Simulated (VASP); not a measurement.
Here is a VASP 6.6.1 calculation.

INCAR

```
SYSTEM = WSe2
PREC = Accurate ; ENCUT = 600
EDIFF = 1E-6 ; ISMEAR = 0
SIGMA = 0.02 ; LREAL = .False.
LASPH = .True. ; NELM = 80
ALGO = Normal ; ISIF = 3
LWAVE = .False. ; LCHARG = .False.
GGA = PE ; IVDW = 12
IBRION = 2 ; NSW = 80
EDIFFG = -0.01
```

Contents of KPOINTS:

```
regular mesh
0
Gamma
  12 12 4
  0 0 0
```

Contents of POSCAR:

```
WSe2
1.0
    3.3657622097      0.0000000000      0.0000000000
   -1.6828811048      2.9148355767      0.0000000000
    0.0000000000      0.0000000000      7.1017071295
W Se
1 2
Direct
    0.0000000000      0.0000000000      0.0000000000
    0.3333333333      0.6666666667      0.2357701862
    0.3333333333      0.6666666667      0.7642298138
```

Potentials or basis: VASP PAW PBE potentials, release 64 (W_sv, Se).

Run with:

```sh
$ cat potpaw_PBE.64/W_sv/POTCAR potpaw_PBE.64/Se/POTCAR > POTCAR
$ mpirun -np 1 vasp_std > vasp.out
```

Q: Predict the space group after relaxing (to 0.1 Å).

A: P-6m2 (No. 187).

Q: Predict the band gap on the k mesh.

A: 1.25 eV (least direct gap 1.64 eV).

Final structure:
```xyz
3
Lattice="3.2801 0.0000 0.0000 -1.6401 2.8407 0.0000 0.0000 0.0000 7.0050" Properties=species:S:1:pos:R:3 pbc="T T T"
W     0.0000    0.0000    7.0050
Se    0.0000    1.8938    1.6872
Se    0.0000    1.8938    5.3178
```

Caveat: spin-orbit coupling is left out, which moves the levels of the heavy elements. A k mesh can miss the band edges.
